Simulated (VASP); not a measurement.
# Pd (Fm-3m) in VASP: single point with r2SCAN

Aim: the single point of Pd with r2SCAN.

Everything below comes from runs of VASP 6.6.1. Logs are shortened: lines on timing, memory, paths and dates and some standing lists are left out, and cuts for length are marked.

## Step 1: The cell of the first run

It takes space group Fm-3m (No. 225, cubic). The conventional cell has a = 3.875 Å, b = 3.875 Å, c = 3.875 Å, α = 90.00°, β = 90.00°, γ = 90.00°. Within 3.6 Å of Pd (site symmetry m-3m) lie 12 Pd at 2.74 Å.

## Step 2: Single point, r2SCAN

The input, POSCAR:

```
Pd
1.0
    0.0000000000      1.9376570000      1.9376570000
    1.9376570000      0.0000000000      1.9376570000
    1.9376570000      1.9376570000      0.0000000000
Pd
1
Direct
    0.0000000000      0.0000000000      0.0000000000
```

The input, INCAR.step1:

```
PREC = Accurate
ENCUT = 550
ISMEAR = -1
SIGMA = 0.069
LREAL = F
LASPH = T
NELM = 120
NBANDS = 11
GGA = PE
ALGO = Normal
EDIFF = 1E-5
LWAVE = T
LCHARG = F
GGA_COMPAT = F
```

The input, INCAR.step2:

```
PREC = Accurate
ENCUT = 550
EDIFF = 1E-6
ISMEAR = -1
SIGMA = 0.069
LREAL = F
LASPH = T
NELM = 120
ALGO = Normal
ISIF = 2
LWAVE = F
LCHARG = T
METAGGA = R2SCAN
LMIXTAU = T
LELF = T
LVHAR = T
NBANDS = 11
ISTART = 1
GGA_COMPAT = F
```

The input, KPOINTS:

```
Automatic mesh
0
Gamma
  15 15 15
```

Potentials or basis: VASP PAW PBE potentials, release 64 (Pd).

On the command line:

```sh
> cat potpaw_PBE.64/Pd/POTCAR > POTCAR
> cp INCAR.step1 INCAR
> mpirun -np 1 vasp_std > vasp.out
> cp INCAR.step2 INCAR
> mpirun -np 1 vasp_std > vasp.out
```

OUTCAR:

```text
PREC = Accurate
   ENCUT = 550
   EDIFF = 1E-6
   ISMEAR = -1
   LREAL = F
   LASPH = T
   NELM = 120
   ISIF = 2
   METAGGA = R2SCAN
   ISTART = 1

 ion  position               nearest neighbor table
   1  0.000  0.000  0.000-

  LATTYP: Found a face centered cubic cell.
 ALAT       =     3.8753140000

  Lattice vectors:

 A1 = (   0.0000000000,   1.9376570000,   1.9376570000)
 A2 = (   1.9376570000,   0.0000000000,   1.9376570000)
 A3 = (   1.9376570000,   1.9376570000,   0.0000000000)

Analysis of symmetry for initial positions (statically):
=====================================================================
 Subroutine PRICEL returns:
 Original cell was already a primitive cell.

 Routine SETGRP: Setting up the symmetry group for a
 face centered cubic supercell.

 Subroutine GETGRP returns: Found 48 space group operations
 (whereof 48 operations were pure point group operations)
 out of a pool of 48 trial point group operations.

The static configuration has the point symmetry O_h .

Analysis of symmetry for dynamics (positions and initial velocities):
=====================================================================
 Subroutine PRICEL returns:
 Original cell was already a primitive cell.

 Routine SETGRP: Setting up the symmetry group for a
 face centered cubic supercell.

 Subroutine GETGRP returns: Found 48 space group operations
 (whereof 48 operations were pure point group operations)
 out of a pool of 48 trial point group operations.

The dynamic configuration has the point symmetry O_h .

 Subroutine INISYM returns: Found 48 space group operations
 (whereof 48 operations are pure point group operations),
 and found     1 'primitive' translations

----------------------------------------------------------------------------------------

                                     Primitive cell

  volume of cell :      14.5499

  direct lattice vectors                    reciprocal lattice vectors
     0.000000000  1.937657000  1.937657000    -0.258043606  0.258043606  0.258043606
     1.937657000  0.000000000  1.937657000     0.258043606 -0.258043606  0.258043606
     1.937657000  1.937657000  0.000000000     0.258043606  0.258043606 -0.258043606

  length of vectors
     2.740260809  2.740260809  2.740260809     0.446944637  0.446944637  0.446944637

  position of ions in fractional coordinates (direct lattice)
     0.000000000  0.000000000  0.000000000

  ion indices of the primitive-cell ions
   primitive index   ion index
[... 73 lines left out ...]
   EDIFF  = 0.1E-05   stopping-criterion for ELM
   LREAL  =      F    real-space projection
   EDIFFG = 0.1E-04   stopping-criterion for IOM
   NSW    =      0    number of steps for IOM
   IBRION =     -1    ionic relax: 0-MD 1-quasi-New 2-CG
   NFREE  =      0    steps in history (QN), initial steepest desc. (CG)
   ISIF   =      2    stress and relaxation
   ISYM   =      2    0-nonsym 1-usesym 2-fastsym
   POTIM  = 0.5000    time-step for ionic-motion
   TEBEG  =    0.0;   TEEND  =   0.0 temperature during run
   PSTRESS=    0.0 pullay stress
   NELECT =      10.0000    total number of electrons
   NUPDOWN=      -1.0000    fix difference up-down
   EMIN   =  10.00;   EMAX   =-10.00  energy-range for DOS
   EFERMI =   0.00;   METHOD = LEGACY
   ISMEAR =    -1;   SIGMA  =   0.07  broadening in eV -4-tet -1-fermi 0-gaus
   EFERMI_NEDOS =   21; number of points for ismear=-14 and -15
   IALGO  =     38    algorithm
   IMIX   =      4    mixing-type and parameters
     AMIX     =   0.40;   BMIX     =  1.00
     AMIX_MAG =   1.60;   BMIX_MAG =  1.00
  volume/ion in A,a.u.               =      14.55        98.19
  Fermi-wavevector in a.u.,A,eV,Ry     =   1.444734  2.730152 28.398851  2.087257
  Thomas-Fermi vector in A             =   2.562996
   LORBIT       =      0    0 simple, 1 ext, 2 COOP (PROOUT), +10 PAW based schemes
   METAGGA = R2SCAN    functional components
   LHFCALC =     F    Hartree Fock is set to
   AEXX    =    0.0000 exact exchange contribution
   IVDW    =     0    specifies the selected vdW correction
   LEPSILON=     F    determine dielectric tensor
   LRPA    =     F    only Hartree local field effects (RPA)
 non-spin polarized calculation
  energy-cutoff  :      550.00
  volume of cell :       14.55
 maximum number of plane-waves:       444
 NGX is ok and might be reduce to    24
   NGX = 11   NGY = 11   NGZ = 11

 number of electron      10.0000000 magnetization

 Free energy of the ion-electron system (eV)
  ---------------------------------------------------
  ext. energy  EPLUGINS =         0.00000000
  ---------------------------------------------------
  free energy    TOTEN  =       -22.95924292 eV

  energy without entropy =      -22.92959575  energy(sigma->0) =      -22.94441934

 E-fermi :   9.8370     XC(G=0): -14.2377

 val. band max:        9.8315647182   @ k =   0.4667   0.1333   0.0000
 cond. band min:       9.8424278875   @ k =  -0.4667   0.2667   0.0000
 fundamental gap:      0.0108631693
 Fermi energy:         9.8369552248

 k-point     1 :       0.0000    0.0000    0.0000
  band No.  band energies     occupation
      1       2.5356      2.00000
      2       6.8521      2.00000
      3       6.8521      2.00000
      4       6.8521      2.00000
      5       8.5005      2.00000
      6       8.5005      2.00000
      7      27.8749      0.00000
      8      32.2254      0.00000
      9      32.9487      0.00000
     10      32.9487      0.00000
     11      32.9487      0.00000
[... 309 lines left out ...]
 k-point    24 :       0.2000    0.1333    0.0000
  band No.  band energies     occupation
      1       3.9138      2.00000
      2       6.1822      2.00000
      3       7.3919      2.00000
      4       7.4565      2.00000
      5       8.0144      2.00000
      6       8.8001      2.00000
      7      28.8186      0.00000
      8      29.6384      0.00000
      9      31.5876      0.00000
     10      32.2298      0.00000
     11      32.4215      0.00000

 [... further k-points ...]
[... 5 lines left out ...]
  --------------------------------------------------------------------------------------
  -------------------------------------------------------------------------------------
  Total        0.5183058      0.5183058      0.5183058      0.0000000      0.0000000      0.0000000
  in kB       57.0736933     57.0736933     57.0736933      0.0000000      0.0000000      0.0000000
  external PRESSURE =      57.0736933 kB  Pullay stress =       0.0000000 kB

 VOLUME and BASIS-vectors are now :
 -----------------------------------------------------------------------------
  energy-cutoff  :      550.00
  volume of cell :       14.55
      direct lattice vectors                 reciprocal lattice vectors
     0.000000000  1.937657000  1.937657000    -0.258043606  0.258043606  0.258043606
     1.937657000  0.000000000  1.937657000     0.258043606 -0.258043606  0.258043606
     1.937657000  1.937657000  0.000000000     0.258043606  0.258043606 -0.258043606

 POSITION                                       TOTAL-FORCE (eV/Angst)
 -----------------------------------------------------------------------------------
      0.00000      0.00000      0.00000         0.000000     -0.000000      0.000000
 -----------------------------------------------------------------------------------
    total drift:                               -0.000000      0.000000     -0.000000

  FREE ENERGIE OF THE ION-ELECTRON SYSTEM (eV)
  ---------------------------------------------------
  free  energy   TOTEN  =       -22.9592429247 eV

  energy  without entropy=      -22.9295957536  energy(sigma->0) =      -22.94441934
```

OUTCAR.step1:

```text
PREC = Accurate
   ENCUT = 550
   ISMEAR = -1
   LREAL = F
   LASPH = T
   NELM = 120
[... 550 lines left out ...]

 POSITION                                       TOTAL-FORCE (eV/Angst)
 -----------------------------------------------------------------------------------
      0.00000      0.00000      0.00000         0.000000     -0.000000      0.000000
 -----------------------------------------------------------------------------------
    total drift:                               -0.000000      0.000000      0.000000

  FREE ENERGIE OF THE ION-ELECTRON SYSTEM (eV)
  ---------------------------------------------------
  free  energy   TOTEN  =        -5.2176112771 eV

  energy  without entropy=       -5.1865281907  energy(sigma->0) =       -5.20206973
```

OSZICAR.step1:

```text
N       E                     dE             d eps       ncg     rms          rms(c)
DAV:   1     0.449581967535E+02    0.44958E+02   -0.54836E+03  2648   0.906E+02
DAV:   2    -0.488881230150E+01   -0.49847E+02   -0.47825E+02  2961   0.188E+02
DAV:   3    -0.549786329201E+01   -0.60905E+00   -0.60693E+00  3212   0.223E+01
DAV:   4    -0.550031226643E+01   -0.24490E-02   -0.24487E-02  3253   0.148E+00
DAV:   5    -0.550033648793E+01   -0.24222E-04   -0.24221E-04  3474   0.132E-01    0.808E+00
DAV:   6    -0.523279418162E+01    0.26754E+00   -0.10580E+00  3255   0.844E+00    0.397E+00
DAV:   7    -0.522150442715E+01    0.11290E-01   -0.27134E-02  3506   0.110E+00    0.202E+00
DAV:   8    -0.521762559696E+01    0.38788E-02   -0.13886E-03  3290   0.327E-01    0.895E-02
DAV:   9    -0.521760658697E+01    0.19010E-04   -0.11025E-04  3350   0.897E-02    0.241E-02
DAV:  10    -0.521761127709E+01   -0.46901E-05   -0.55766E-06  2442   0.217E-02
   1 F= -.52176113E+01 E0= -.52020697E+01  d E =-.310831E-01
```

Wall time 42 s (1 thread of Intel Xeon Platinum 8375C at 2.90GHz (Ice Lake), shared host); peak memory 0.16 GiB.

What came out:

| Property | Result |
| --- | --- |
| Free energy | -22.9592 eV |
| Pressure | 5.7 GPa |
| Band gap on the k mesh | zero (band 5 reaches 10.12 eV, above the bottom of band 6 at 8.43 eV) |

Caveat: the PAW data sets were made with another functional, which shifts forces and pressure a little.
